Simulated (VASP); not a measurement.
# TiW2C3 (P-3m1) in VASP: further runs, part 2 of 2

VASP 6.6.1. The steps go on from the part before.

## Step 3: Relaxation of cell and atoms, PBE

Contents of INCAR:

```
  PREC = Accurate
  ENCUT = 600
  EDIFF = 1E-6
  ISMEAR = 0
  SIGMA = 0.1
  LREAL = False
  LASPH = True
  NELM = 100
  ALGO = Normal
  ISIF = 3
  LWAVE = False
  LCHARG = False
  GGA = PE
  IBRION = 2
  NSW = 100
  EDIFFG = -0.01
```

Contents of KPOINTS:

```
Automatic mesh
0
Gamma
  12 12 6
```

Contents of POSCAR:

```
TiW2C3
1.0
    3.0542544733      0.0000000000      0.0000000000
   -1.5271272367      2.6450619635      0.0000000000
    0.0000000000      0.0000000000      7.6875090895
Ti W C
1 2 3
Direct
    0.0000000000      0.0000000000      0.5000000000
    0.6666666667      0.3333333333      0.8272247818
    0.3333333333      0.6666666667      0.1727752182
    0.3333333333      0.6666666667      0.6640410718
    0.6666666667      0.3333333333      0.3359589282
    0.0000000000      0.0000000000      0.0000000000
```

Potentials or basis: VASP PAW PBE potentials, release 64 (Ti_sv, W_sv, C).

Run with:

```console
cat potpaw_PBE.64/Ti_sv/POTCAR potpaw_PBE.64/W_sv/POTCAR potpaw_PBE.64/C/POTCAR > POTCAR
mpirun -np 1 vasp_std > vasp.out
```

OUTCAR:

```text
PREC = Accurate
   ENCUT = 600
   EDIFF = 1E-6
   ISMEAR = 0
   LREAL = False
   LASPH = True
   NELM = 100
   ISIF = 3
   GGA = PE
   IBRION = 2
   NSW = 100
   EDIFFG = -0.01

 ion  position               nearest neighbor table
   1  0.000  0.000  0.500-   4 2.17   5 2.17   5 2.17   4 2.17   5 2.17   4 2.17   2 3.07   3 3.07
                             3 3.07   2 3.07   2 3.07   3 3.07
   2  0.667  0.333  0.827-   4 2.16   4 2.16   4 2.16   6 2.21   6 2.21   6 2.21   1 3.07   1 3.07
                             1 3.07   3 3.19   3 3.19   3 3.19
   3  0.333  0.667  0.173-   5 2.16   5 2.16   5 2.16   6 2.21   6 2.21   6 2.21   1 3.07   1 3.07
                             1 3.07   2 3.19   2 3.19   2 3.19
   4  0.333  0.667  0.664-   2 2.16   2 2.16   2 2.16   1 2.17   1 2.17   1 2.17
   5  0.667  0.333  0.336-   3 2.16   3 2.16   3 2.16   1 2.17   1 2.17   1 2.17
   6  0.000  0.000  0.000-   2 2.21   3 2.21   2 2.21   3 2.21   2 2.21   3 2.21

  LATTYP: Found a hexagonal cell.
 ALAT       =     3.0542544733
 C/A-ratio  =     2.5169838194

  Lattice vectors:

 A1 = (   3.0542544733,   0.0000000000,   0.0000000000)
 A2 = (  -1.5271272367,   2.6450619635,   0.0000000000)
 A3 = (   0.0000000000,   0.0000000000,   7.6875090895)

Analysis of symmetry for initial positions (statically):
=====================================================================
 Subroutine PRICEL returns:
 Original cell was already a primitive cell.

 Routine SETGRP: Setting up the symmetry group for a
 hexagonal supercell.

 Subroutine GETGRP returns: Found 12 space group operations
 (whereof 12 operations were pure point group operations)
 out of a pool of 24 trial point group operations.

The static configuration has the point symmetry D_3d.

Analysis of symmetry for dynamics (positions and initial velocities):
=====================================================================
 Subroutine PRICEL returns:
 Original cell was already a primitive cell.

 Routine SETGRP: Setting up the symmetry group for a
 hexagonal supercell.

 Subroutine GETGRP returns: Found 12 space group operations
 (whereof 12 operations were pure point group operations)
 out of a pool of 24 trial point group operations.

The dynamic configuration has the point symmetry D_3d.

 Subroutine INISYM returns: Found 12 space group operations
 (whereof 12 operations are pure point group operations),
 and found     1 'primitive' translations

----------------------------------------------------------------------------------------

                                     Primitive cell

  volume of cell :      62.1050

  direct lattice vectors                    reciprocal lattice vectors
     3.054254473  0.000000000  0.000000000     0.327412142  0.189031488  0.000000000
    -1.527127237  2.645061963  0.000000000     0.000000000  0.378062977  0.000000000
     0.000000000  0.000000000  7.687509089     0.000000000  0.000000000  0.130081147

  length of vectors
     3.054254473  3.054254473  7.687509089     0.378062977  0.378062977  0.130081147

  position of ions in fractional coordinates (direct lattice)
     0.000000000  0.000000000  0.500000000
     0.666666667  0.333333333  0.827224782
     0.333333333  0.666666667  0.172775218
[... 76 lines left out ...]
   ISTART =      0    job   : 0-new  1-cont  2-samecut
   ICHARG =      2    charge: 1-file 2-atom 10-const
   ISPIN  =      1    spin polarized calculation?
   LNONCOLLINEAR =      F non collinear calculations
   LSORBIT =      F    spin-orbit coupling
   LASPH  =      T    aspherical Exc in radial PAW
   ENCUT  =  600.0 eV  44.10 Ry    6.64 a.u.   6.10  6.10 15.35*2*pi/ulx,y,z
   NELM   =    100;   NELMIN=  2; NELMDL= -5     # of ELM steps
   EDIFF  = 0.1E-05   stopping-criterion for ELM
   LREAL  =      F    real-space projection
   EDIFFG = -.1E-01   stopping-criterion for IOM
   NSW    =    100    number of steps for IOM
   IBRION =      2    ionic relax: 0-MD 1-quasi-New 2-CG
   NFREE  =      1    steps in history (QN), initial steepest desc. (CG)
   ISIF   =      3    stress and relaxation
   ISYM   =      2    0-nonsym 1-usesym 2-fastsym
   POTIM  = 0.5000    time-step for ionic-motion
   TEBEG  =    0.0;   TEEND  =   0.0 temperature during run
   PSTRESS=    0.0 pullay stress
   NELECT =      52.0000    total number of electrons
   NUPDOWN=      -1.0000    fix difference up-down
   EMIN   =  10.00;   EMAX   =-10.00  energy-range for DOS
   EFERMI =   0.00;   METHOD = LEGACY
   ISMEAR =     0;   SIGMA  =   0.10  broadening in eV -4-tet -1-fermi 0-gaus
   EFERMI_NEDOS =   21; number of points for ismear=-14 and -15
   IALGO  =     38    algorithm
   IMIX   =      4    mixing-type and parameters
     AMIX     =   0.40;   BMIX     =  1.00
     AMIX_MAG =   1.60;   BMIX_MAG =  1.00
  volume/ion in A,a.u.               =      10.35        69.85
  Fermi-wavevector in a.u.,A,eV,Ry     =   1.543004  2.915855 32.393584  2.380861
  Thomas-Fermi vector in A             =   2.648728
   LORBIT       =      0    0 simple, 1 ext, 2 COOP (PROOUT), +10 PAW based schemes
   GGA     = PE    functional components
   LHFCALC =     F    Hartree Fock is set to
   AEXX    =    0.0000 exact exchange contribution
   IVDW    =     0    specifies the selected vdW correction
   LEPSILON=     F    determine dielectric tensor
   LRPA    =     F    only Hartree local field effects (RPA)
 conjugate gradient relaxation of ions
 non-spin polarized calculation
 Gauss-broadening in eV      SIGMA  =   0.10
  energy-cutoff  :      600.00
  volume of cell :       62.11
 maximum number of plane-waves:      2097
   NGX = 13   NGY = 13   NGZ = 31

--------------------------------------- Ionic step        1  -------------------------------------------

 number of electron      51.9999998 magnetization

 Free energy of the ion-electron system (eV)
  ---------------------------------------------------
  ext. energy  EPLUGINS =         0.00000000
  ---------------------------------------------------
  free energy    TOTEN  =       -62.43466570 eV

  energy without entropy =      -62.42146906  energy(sigma->0) =      -62.42806738

------------------------ aborting loop because EDIFF is reached ----------------------------------------

  FORCE on cell =-STRESS in cart. coord.  units (eV):
  Direction    XX          YY          ZZ          XY          YZ          ZX
  --------------------------------------------------------------------------------------
  -------------------------------------------------------------------------------------
  Total        0.6166334      0.6166334     -0.6012625     -0.0000000      0.0000000     -0.0000000
  in kB       15.9078282     15.9078282    -15.5112920     -0.0000000      0.0000000     -0.0000000
  external PRESSURE =       5.4347882 kB  Pullay stress =       0.0000000 kB
[... 101 lines left out ...]
  FREE ENERGIE OF THE ION-ELECTRON SYSTEM (eV)
  ---------------------------------------------------
  free  energy   TOTEN  =       -62.4408592655 eV

  energy  without entropy=      -62.4268190449  energy(sigma->0) =      -62.43383916

[... ionic steps 4 to 8 ...]

--------------------------------------- Ionic step        9  -------------------------------------------

 number of electron      51.9999998 magnetization

------------------------ aborting loop because EDIFF is reached ----------------------------------------
[... 75 lines left out ...]
--------------------------------------- Ionic step       11  -------------------------------------------

 number of electron      51.9999998 magnetization

 Free energy of the ion-electron system (eV)
  ---------------------------------------------------
  ext. energy  EPLUGINS =         0.00000000
  ---------------------------------------------------
  free energy    TOTEN  =       -62.44300194 eV

  energy without entropy =      -62.42873167  energy(sigma->0) =      -62.43586680

 E-fermi :  11.6077     XC(G=0): -13.4100

 val. band max:       11.5974913405   @ k =   0.0833  -0.0000   0.0000
 cond. band min:      11.6131851896   @ k =   0.2500   0.2500   0.1667
 fundamental gap:      0.0156938492
 Fermi energy:        11.6076781826

 k-point     1 :       0.0000    0.0000    0.0000
  band No.  band energies     occupation
      1     -63.6090      2.00000
      2     -63.5941      2.00000
      3     -45.7697      2.00000
      4     -27.9930      2.00000
      5     -27.7359      2.00000
      6     -27.6548      2.00000
[... 805 lines left out ...]
     30      13.0430      0.00000
     31      13.1091      0.00000

 [... further k-points ...]

------------------------ aborting loop because EDIFF is reached ----------------------------------------

  FORCE on cell =-STRESS in cart. coord.  units (eV):
  Direction    XX          YY          ZZ          XY          YZ          ZX
  --------------------------------------------------------------------------------------
  -------------------------------------------------------------------------------------
  Total       -0.0058891     -0.0058891     -0.0025316      0.0000000      0.0000000      0.0000000
  in kB       -0.1516531     -0.1516531     -0.0651929      0.0000000      0.0000000      0.0000000
  external PRESSURE =      -0.1228331 kB  Pullay stress =       0.0000000 kB
[... 21 lines left out ...]
  FREE ENERGIE OF THE ION-ELECTRON SYSTEM (eV)
  ---------------------------------------------------
  free  energy   TOTEN  =       -62.4430019430 eV

  energy  without entropy=      -62.4287316659  energy(sigma->0) =      -62.43586680

 reached required accuracy - stopping structural energy minimisation
```

Wall time 11 min (1 thread of AMD EPYC 9R45 (Zen 5), shared host); peak memory 0.34 GiB.

What came out:

```
Free energy                           : -62.4430 eV
Relaxed volume                        : 10.37 Å³/atom
Relaxed cell                          : a = 3.070 Å, b = 3.070 Å, c = 7.625 Å, α = 90.00°, β = 90.00°, γ = 120.00°
Space group after relaxing (to 0.1 Å) : P-3m1 (No. 164)
Energy gained by relaxing             : 1.4 meV/atom
Ionic steps                           : 11
Pressure after relaxing               : 0.0 GPa
Band gap on the k mesh                : zero (bands 26 and 27 overlap by 1.51 eV)
```

Step by step:
| step | energy change (eV) | largest force (eV/Å) | pressure (GPa) | volume (Å³) |
| --- | --- | --- | --- | --- |
| 1 | 0.0000 | 0.2062 | 0.54 | 62.11 |
| 2 | -0.0062 | 0.1202 | -1.21 | 62.42 |
| 3 | -0.0062 | 0.1161 | -1.18 | 62.41 |
| 4 | -0.0061 | 0.0378 | 1.69 | 61.89 |
| 5 | -0.0079 | 0.0774 | 0.23 | 62.15 |
| 6 | -0.0083 | 0.0143 | 0.06 | 62.21 |
| 7 | -0.0083 | 0.0131 | 0.00 | 62.22 |
| 8 | -0.0083 | 0.0133 | -0.04 | 62.22 |
| 9 | -0.0083 | 0.0125 | -0.03 | 62.21 |
| 10 | -0.0083 | 0.0134 | 0.00 | 62.22 |
| 11 | -0.0083 | 0.0017 | -0.01 | 62.22 |

Final structure:
```cif
data_structure
_symmetry_space_group_name_H-M 'P 1'
_symmetry_Int_Tables_number 1
_cell_length_a 3.0696
_cell_length_b 3.0696
_cell_length_c 7.6246
_cell_angle_alpha 90.000
_cell_angle_beta 90.000
_cell_angle_gamma 120.000
_cell_volume 62.22
loop_
_atom_site_label
_atom_site_type_symbol
_atom_site_fract_x
_atom_site_fract_y
_atom_site_fract_z
_atom_site_occupancy
Ti1 Ti 0.00000 0.00000 0.50000 1
W1 W 0.66667 0.33333 0.82917 1
W2 W 0.33333 0.66667 0.17083 1
C1 C 0.33333 0.66667 0.66496 1
C2 C 0.66667 0.33333 0.33504 1
C3 C 0.00000 0.00000 0.00000 1
```

Caveat: spin-orbit coupling is left out, which moves the levels of the heavy elements.
